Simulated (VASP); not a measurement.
# KF (Pm-3m) in VASP: settings compared

The runs below take KF through single point, with LDA, PBE.

Everything below comes from runs of VASP 6.6.1. Logs are shortened: lines on timing, memory, paths and dates and some standing lists are left out, and cuts for length are marked.

**1. The cell of the first run**

It takes space group Pm-3m (No. 221, cubic). Conventional cell: a = 3.083 Å, b = 3.083 Å, c = 3.083 Å, α = 90.00°, β = 90.00°, γ = 90.00°. K (site symmetry m-3m) has 8 F at 2.67 Å and 6 K at 3.08 Å within 3.5 Å. F (site symmetry m-3m) has 8 K at 2.67 Å and 6 F at 3.08 Å within 3.5 Å.

**2. Single point, LDA**

INCAR reads:

```
SYSTEM = KF
ALGO = Normal
EDIFF = 1E-7
ENCUT = 520
GGA = CA
ISIF = 2
ISMEAR = -1
LASPH = .TRUE.
LCHARG = .FALSE.
LREAL = .FALSE.
LWAVE = .FALSE.
NBANDS = 15
NELM = 100
PREC = Accurate
SIGMA = 0.02
```

KPOINTS reads:

```
k-points
0
G
  8 8 8
  0 0 0
```

POSCAR reads:

```
KF
1.0
    3.0832413638      0.0000000000      0.0000000000
    0.0000000000      3.0832413638      0.0000000000
    0.0000000000      0.0000000000      3.0832413638
K F
1 1
Direct
    0.0000000000      0.0000000000      0.0000000000
    0.5000000000      0.5000000000      0.5000000000
```

Potentials or basis: VASP PAW LDA potentials, release 64 (K_sv, F).

Launch:

```console
$ cat potpaw_LDA.64/K_sv/POTCAR potpaw_LDA.64/F/POTCAR > POTCAR
$ mpirun -np 1 vasp_std > vasp.out
```

OUTCAR:

```text
SYSTEM = KF
   EDIFF = 1E-7
   ENCUT = 520
   GGA = CA
   ISIF = 2
   ISMEAR = -1
   LASPH = .TRUE.
   LREAL = .FALSE.
   NELM = 100
   PREC = Accurate

 ion  position               nearest neighbor table
   1  0.000  0.000  0.000-   2 2.67   2 2.67   2 2.67   2 2.67   2 2.67   2 2.67   2 2.67   2 2.67

   2  0.500  0.500  0.500-   1 2.67   1 2.67   1 2.67   1 2.67   1 2.67   1 2.67   1 2.67   1 2.67

  LATTYP: Found a simple cubic cell.
 ALAT       =     3.0832413638

  Lattice vectors:

 A1 = (   3.0832413638,   0.0000000000,   0.0000000000)
 A2 = (   0.0000000000,   3.0832413638,   0.0000000000)
 A3 = (   0.0000000000,   0.0000000000,   3.0832413638)

Analysis of symmetry for initial positions (statically):
=====================================================================
 Subroutine PRICEL returns:
 Original cell was already a primitive cell.

 Routine SETGRP: Setting up the symmetry group for a
 simple cubic supercell.

 Subroutine GETGRP returns: Found 48 space group operations
 (whereof 48 operations were pure point group operations)
 out of a pool of 48 trial point group operations.

The static configuration has the point symmetry O_h .

Analysis of symmetry for dynamics (positions and initial velocities):
=====================================================================
 Subroutine PRICEL returns:
 Original cell was already a primitive cell.

 Routine SETGRP: Setting up the symmetry group for a
 simple cubic supercell.

 Subroutine GETGRP returns: Found 48 space group operations
 (whereof 48 operations were pure point group operations)
 out of a pool of 48 trial point group operations.

The dynamic configuration has the point symmetry O_h .

 Subroutine INISYM returns: Found 48 space group operations
 (whereof 48 operations are pure point group operations),
 and found     1 'primitive' translations

----------------------------------------------------------------------------------------

                                     Primitive cell

  volume of cell :      29.3105

  direct lattice vectors                    reciprocal lattice vectors
     3.083241364  0.000000000  0.000000000     0.324333999  0.000000000  0.000000000
     0.000000000  3.083241364  0.000000000     0.000000000  0.324333999  0.000000000
     0.000000000  0.000000000  3.083241364     0.000000000  0.000000000  0.324333999

  length of vectors
     3.083241364  3.083241364  3.083241364     0.324333999  0.324333999  0.324333999

  position of ions in fractional coordinates (direct lattice)
     0.000000000  0.000000000  0.000000000
     0.500000000  0.500000000  0.500000000
[... 83 lines left out ...]
   ISIF   =      2    stress and relaxation
   ISYM   =      2    0-nonsym 1-usesym 2-fastsym
   POTIM  = 0.5000    time-step for ionic-motion
   TEBEG  =    0.0;   TEEND  =   0.0 temperature during run
   PSTRESS=    0.0 pullay stress
   NELECT =      16.0000    total number of electrons
   NUPDOWN=      -1.0000    fix difference up-down
   EMIN   =  10.00;   EMAX   =-10.00  energy-range for DOS
   EFERMI =   0.00;   METHOD = LEGACY
   ISMEAR =    -1;   SIGMA  =   0.02  broadening in eV -4-tet -1-fermi 0-gaus
   EFERMI_NEDOS =   21; number of points for ismear=-14 and -15
   IALGO  =     38    algorithm
   IMIX   =      4    mixing-type and parameters
     AMIX     =   0.40;   BMIX     =  1.00
     AMIX_MAG =   1.60;   BMIX_MAG =  1.00
  volume/ion in A,a.u.               =      14.66        98.90
  Fermi-wavevector in a.u.,A,eV,Ry     =   1.337952  2.528363 24.356012  1.790116
  Thomas-Fermi vector in A             =   2.466461
   LORBIT       =      0    0 simple, 1 ext, 2 COOP (PROOUT), +10 PAW based schemes
   GGA     = CA    functional components
   LHFCALC =     F    Hartree Fock is set to
   AEXX    =    0.0000 exact exchange contribution
   IVDW    =     0    specifies the selected vdW correction
   LEPSILON=     F    determine dielectric tensor
   LRPA    =     F    only Hartree local field effects (RPA)
 non-spin polarized calculation
  energy-cutoff  :      520.00
  volume of cell :       29.31
 maximum number of plane-waves:       840
 NGX is ok and might be reduce to    24
   NGX = 11   NGY = 11   NGZ = 11

 number of electron      16.0000014 magnetization

 Free energy of the ion-electron system (eV)
  ---------------------------------------------------
  ext. energy  EPLUGINS =         0.00000000
  ---------------------------------------------------
  free energy    TOTEN  =        -8.96775782 eV

  energy without entropy =       -8.96775782  energy(sigma->0) =       -8.96775782

 E-fermi :  -1.4409     XC(G=0): -10.5624

 val. band max:       -1.8742594224   @ k =   0.5000   0.5000   0.0000
 cond. band min:       5.3305478576   @ k =   0.0000   0.0000   0.0000
 fundamental gap:      7.2048072800
 Fermi energy:        -1.4409218525

 k-point     1 :       0.0000    0.0000    0.0000
  band No.  band energies     occupation
      1     -28.0829      2.00000
      2     -20.4821      2.00000
      3     -11.0635      2.00000
      4     -11.0635      2.00000
      5     -11.0635      2.00000
      6      -1.8769      2.00000
      7      -1.8769      2.00000
      8      -1.8769      2.00000
      9       5.3305      0.00000
     10       6.3511      0.00000
     11       6.3511      0.00000
     12      13.0285      0.00000
     13      13.0285      0.00000
     14      13.0285      0.00000
[... 401 lines left out ...]
      2     -20.4078      2.00000
      3     -12.2277      2.00000
      4     -12.0735      2.00000
      5     -10.9449      2.00000
      6      -2.6939      2.00000
      7      -2.5839      2.00000
      8      -2.0887      2.00000
      9       7.4760      0.00000
     10       8.1508      0.00000
     11      10.3160      0.00000
     12      10.5413      0.00000
     13      12.3346      0.00000
     14      14.0252      0.00000
     15      16.1077      0.00000

 [... further k-points ...]
[... 5 lines left out ...]
  --------------------------------------------------------------------------------------
  -------------------------------------------------------------------------------------
  Total        0.0644469      0.0644469      0.0644469     -0.0000000     -0.0000000     -0.0000000
  in kB        3.5228183      3.5228183      3.5228183     -0.0000000     -0.0000000     -0.0000000
  external PRESSURE =       3.5228183 kB  Pullay stress =       0.0000000 kB

 VOLUME and BASIS-vectors are now :
 -----------------------------------------------------------------------------
  energy-cutoff  :      520.00
  volume of cell :       29.31
      direct lattice vectors                 reciprocal lattice vectors
     3.083241364  0.000000000  0.000000000     0.324333999  0.000000000  0.000000000
     0.000000000  3.083241364  0.000000000     0.000000000  0.324333999  0.000000000
     0.000000000  0.000000000  3.083241364     0.000000000  0.000000000  0.324333999

 POSITION                                       TOTAL-FORCE (eV/Angst)
 -----------------------------------------------------------------------------------
      0.00000      0.00000      0.00000         0.000000      0.000000      0.000000
      1.54162      1.54162      1.54162         0.000000      0.000000      0.000000
 -----------------------------------------------------------------------------------
    total drift:                                0.000000      0.000000     -0.000000

  FREE ENERGIE OF THE ION-ELECTRON SYSTEM (eV)
  ---------------------------------------------------
  free  energy   TOTEN  =        -8.9677578189 eV

  energy  without entropy=       -8.9677578188  energy(sigma->0) =       -8.96775782
```

OSZICAR:

```text
N       E                     dE             d eps       ncg     rms          rms(c)
DAV:   1     0.112078004621E+03    0.11208E+03   -0.85532E+03  1050   0.108E+03
DAV:   2    -0.581061694173E+01   -0.11789E+03   -0.10664E+03  1344   0.297E+02
DAV:   3    -0.995752878903E+01   -0.41469E+01   -0.41292E+01  1295   0.510E+01
DAV:   4    -0.100693315271E+02   -0.11180E+00   -0.11178E+00  1448   0.814E+00
DAV:   5    -0.100706741672E+02   -0.13426E-02   -0.13426E-02  1449   0.800E-01    0.605E+00
DAV:   6    -0.905218093368E+01    0.10185E+01   -0.22974E+00  1127   0.146E+01    0.484E+00
DAV:   7    -0.900007956271E+01    0.52101E-01   -0.76345E-02  1341   0.228E+00    0.279E+00
DAV:   8    -0.896780702335E+01    0.32273E-01   -0.43109E-02  1260   0.204E+00    0.255E-01
DAV:   9    -0.896779661006E+01    0.10413E-04   -0.27016E-03  1291   0.518E-01    0.921E-02
DAV:  10    -0.896775516221E+01    0.41448E-04   -0.22607E-04  1425   0.174E-01    0.515E-02
DAV:  11    -0.896776434309E+01   -0.91809E-05   -0.24350E-05  1247   0.660E-02    0.204E-02
DAV:  12    -0.896775779332E+01    0.65498E-05   -0.13449E-05  1246   0.439E-02    0.232E-03
DAV:  13    -0.896775781885E+01   -0.25535E-07   -0.82093E-07  1256   0.828E-03
   1 F= -.89677578E+01 E0= -.89677578E+01  d E =-.838806E-11
```

stdout:

```text
POSCAR found type information on POSCAR K F
 POSCAR found :  2 types and       2 ions
 scaLAPACK will be used
 LDA part: xc-table for (Slater(with rela. corr.)+CA(PZ))
 , standard interpolation
 POSCAR, INCAR and KPOINTS ok, starting setup
 FFT: planning ... GRIDC
 FFT: planning ... GRID_SOFT
 FFT: planning ... GRID
 WAVECAR not read
 entering main loop
```

It took 5.2 s on 1 thread of Intel Xeon 6975P-C (Granite Rapids), shared host; peak memory 0.13 GiB.

Results:

- Free energy: -8.9678 eV
- Pressure: 0.4 GPa
- Band gap on the k mesh: 7.20 eV, indirect (the least direct gap lies 2.6 meV higher)

**3. Single point, PBE**

This run uses another cell than the first one, of 16.06 Å³/atom, 1.096 times its volume.

INCAR reads:

```
ALGO     = Normal         # electronic algorithm
EDIFF    = 1E-7           # SCF threshold, eV
ENCUT    = 520            # plane-wave cutoff, eV
GGA      = PE             # functional
ISIF     = 2              # what is computed and relaxed
ISMEAR   = -1             # smearing method
LASPH    = T              # aspherical terms in the spheres
LCHARG   = F              # write CHGCAR
LREAL    = F              # projectors in reciprocal space
LWAVE    = F              # write WAVECAR
NBANDS   = 15             # bands
NELM     = 60             # most SCF steps
PREC     = Accurate       # precision mode
SIGMA    = 0.02           # smearing width, eV
```

KPOINTS reads:

```
k-points
0
Gamma
  8 8 8
```

POSCAR reads:

```
KF
1.0
    3.1788706666      0.0000000000      0.0000000000
    0.0000000000      3.1788706666      0.0000000000
    0.0000000000      0.0000000000      3.1788706666
K F
1 1
Direct
    0.0000000000      0.0000000000      0.0000000000
    0.5000000000      0.5000000000      0.5000000000
```

Potentials or basis: VASP PAW PBE potentials, release 64 (K_sv, F).

Launch:

```console
$ cat potpaw_PBE.64/K_sv/POTCAR potpaw_PBE.64/F/POTCAR > POTCAR
$ mpirun -np 1 vasp_std > vasp.out
```

OUTCAR:

```text
EDIFF = 1E-7
   ENCUT = 520
   GGA = PE
   ISIF = 2
   ISMEAR = -1
   LASPH = T
   LREAL = F
   NELM = 60
   PREC = Accurate

 ion  position               nearest neighbor table
   1  0.000  0.000  0.000-   2 2.75   2 2.75   2 2.75   2 2.75   2 2.75   2 2.75   2 2.75   2 2.75

   2  0.500  0.500  0.500-   1 2.75   1 2.75   1 2.75   1 2.75   1 2.75   1 2.75   1 2.75   1 2.75

  LATTYP: Found a simple cubic cell.
 ALAT       =     3.1788706666

  Lattice vectors:

 A1 = (   3.1788706666,   0.0000000000,   0.0000000000)
 A2 = (   0.0000000000,   3.1788706666,   0.0000000000)
 A3 = (   0.0000000000,   0.0000000000,   3.1788706666)

Analysis of symmetry for initial positions (statically):
=====================================================================
 Subroutine PRICEL returns:
 Original cell was already a primitive cell.

 Routine SETGRP: Setting up the symmetry group for a
 simple cubic supercell.

 Subroutine GETGRP returns: Found 48 space group operations
 (whereof 48 operations were pure point group operations)
 out of a pool of 48 trial point group operations.

The static configuration has the point symmetry O_h .

Analysis of symmetry for dynamics (positions and initial velocities):
=====================================================================
 Subroutine PRICEL returns:
 Original cell was already a primitive cell.

 Routine SETGRP: Setting up the symmetry group for a
 simple cubic supercell.

 Subroutine GETGRP returns: Found 48 space group operations
 (whereof 48 operations were pure point group operations)
 out of a pool of 48 trial point group operations.

The dynamic configuration has the point symmetry O_h .

 Subroutine INISYM returns: Found 48 space group operations
 (whereof 48 operations are pure point group operations),
 and found     1 'primitive' translations

----------------------------------------------------------------------------------------

[... 111 lines left out ...]
     AMIX     =   0.40;   BMIX     =  1.00
     AMIX_MAG =   1.60;   BMIX_MAG =  1.00
  volume/ion in A,a.u.               =      16.06       108.39
  Fermi-wavevector in a.u.,A,eV,Ry     =   1.297703  2.452303 22.912660  1.684033
  Thomas-Fermi vector in A             =   2.429078
   LORBIT       =      0    0 simple, 1 ext, 2 COOP (PROOUT), +10 PAW based schemes
   GGA     = PE    functional components
[... 5 lines left out ...]
 non-spin polarized calculation
  energy-cutoff  :      520.00
  volume of cell :       32.12
 maximum number of plane-waves:       912
 NGX is ok and might be reduce to    24
   NGX = 11   NGY = 11   NGZ = 11

 number of electron      15.9999985 magnetization

 Free energy of the ion-electron system (eV)
  ---------------------------------------------------
  ext. energy  EPLUGINS =         0.00000000
  ---------------------------------------------------
  free energy    TOTEN  =        -8.06832050 eV

  energy without entropy =       -8.06832050  energy(sigma->0) =       -8.06832050

 E-fermi :  -1.3271     XC(G=0):  -9.3917

 val. band max:       -1.7924613715   @ k =   0.5000   0.5000   0.0000
 cond. band min:       5.0041554926   @ k =   0.0000   0.0000   0.0000
 fundamental gap:      6.7966168641
 Fermi energy:        -1.3270675742

 k-point     1 :       0.0000    0.0000    0.0000
  band No.  band energies     occupation
      1     -28.6514      2.00000
      2     -20.7571      2.00000
      3     -11.5832      2.00000
      4     -11.5832      2.00000
      5     -11.5832      2.00000
      6      -1.8300      2.00000
      7      -1.8300      2.00000
      8      -1.8300      2.00000
      9       5.0042      0.00000
     10       6.5819      0.00000
     11       6.5819      0.00000
     12      12.4923      0.00000
     13      12.4923      0.00000
     14      12.4923      0.00000
[... 401 lines left out ...]
      2     -20.6726      2.00000
      3     -12.4644      2.00000
      4     -12.3384      2.00000
      5     -11.5071      2.00000
      6      -2.5628      2.00000
      7      -2.4439      2.00000
      8      -1.9792      2.00000
      9       7.4353      0.00000
     10       8.0651      0.00000
     11      10.0949      0.00000
     12      10.3058      0.00000
     13      11.7820      0.00000
     14      13.3411      0.00000
     15      15.1823      0.00000

 [... further k-points ...]
[... 5 lines left out ...]
  --------------------------------------------------------------------------------------
  -------------------------------------------------------------------------------------
  Total        0.6002089      0.6002089      0.6002089      0.0000000     -0.0000000      0.0000000
  in kB       29.9360452     29.9360452     29.9360452      0.0000000     -0.0000000      0.0000000
  external PRESSURE =      29.9360452 kB  Pullay stress =       0.0000000 kB

 VOLUME and BASIS-vectors are now :
 -----------------------------------------------------------------------------
  energy-cutoff  :      520.00
  volume of cell :       32.12
      direct lattice vectors                 reciprocal lattice vectors
     3.178870667  0.000000000  0.000000000     0.314577127  0.000000000  0.000000000
     0.000000000  3.178870667  0.000000000     0.000000000  0.314577127  0.000000000
     0.000000000  0.000000000  3.178870667     0.000000000  0.000000000  0.314577127

 POSITION                                       TOTAL-FORCE (eV/Angst)
 -----------------------------------------------------------------------------------
      0.00000      0.00000      0.00000         0.000000      0.000000      0.000000
      1.58944      1.58944      1.58944         0.000000      0.000000      0.000000
 -----------------------------------------------------------------------------------
    total drift:                                0.000000      0.000000     -0.000000

  FREE ENERGIE OF THE ION-ELECTRON SYSTEM (eV)
  ---------------------------------------------------
  free  energy   TOTEN  =        -8.0683204952 eV

  energy  without entropy=       -8.0683204952  energy(sigma->0) =       -8.06832050
```

OSZICAR:

```text
N       E                     dE             d eps       ncg     rms          rms(c)
DAV:   1     0.106916107391E+03    0.10692E+03   -0.84643E+03  1050   0.106E+03
DAV:   2    -0.531191780517E+01   -0.11223E+03   -0.10506E+03  1379   0.293E+02
DAV:   3    -0.918297370970E+01   -0.38711E+01   -0.38609E+01  1377   0.475E+01
DAV:   4    -0.926374448241E+01   -0.80771E-01   -0.80766E-01  1409   0.679E+00
DAV:   5    -0.926629722645E+01   -0.25527E-02   -0.25527E-02  1503   0.844E-01    0.604E+00
DAV:   6    -0.813247403898E+01    0.11338E+01   -0.26691E+00  1120   0.140E+01    0.417E+00
DAV:   7    -0.808986609993E+01    0.42608E-01   -0.65671E-02  1339   0.228E+00    0.221E+00
DAV:   8    -0.806753037278E+01    0.22336E-01   -0.38870E-02  1218   0.206E+00    0.296E-01
DAV:   9    -0.806813217361E+01   -0.60180E-03   -0.26773E-03  1373   0.513E-01    0.109E-01
DAV:  10    -0.806829258671E+01   -0.16041E-03   -0.34871E-04  1216   0.191E-01    0.786E-02
DAV:  11    -0.806832403847E+01   -0.31452E-04   -0.40791E-05  1233   0.699E-02    0.185E-02
DAV:  12    -0.806832049270E+01    0.35458E-05   -0.63528E-06  1336   0.301E-02    0.290E-03
DAV:  13    -0.806832049522E+01   -0.25220E-08   -0.83099E-07  1240   0.900E-03
   1 F= -.80683205E+01 E0= -.80683205E+01  d E =-.143085E-11
```

stdout:

```text
POSCAR found type information on POSCAR K F
 POSCAR found :  2 types and       2 ions
 scaLAPACK will be used
 LDA part: xc-table for (Slater+PW92), standard interpolation
 POSCAR, INCAR and KPOINTS ok, starting setup
 FFT: planning ... GRIDC
 FFT: planning ... GRID_SOFT
 FFT: planning ... GRID
 WAVECAR not read
 entering main loop
```

It took 5.5 s on 1 thread of Intel Xeon 6975P-C (Granite Rapids), shared host; peak memory 0.14 GiB.

Results:

| Item | Value |
| --- | --- |
| Free energy | -8.0683 eV |
| Pressure | 3.0 GPa |
| Band gap on the k mesh | 6.80 eV, indirect (least direct gap 6.83 eV) |

(Part 1 of 2 ends here.)
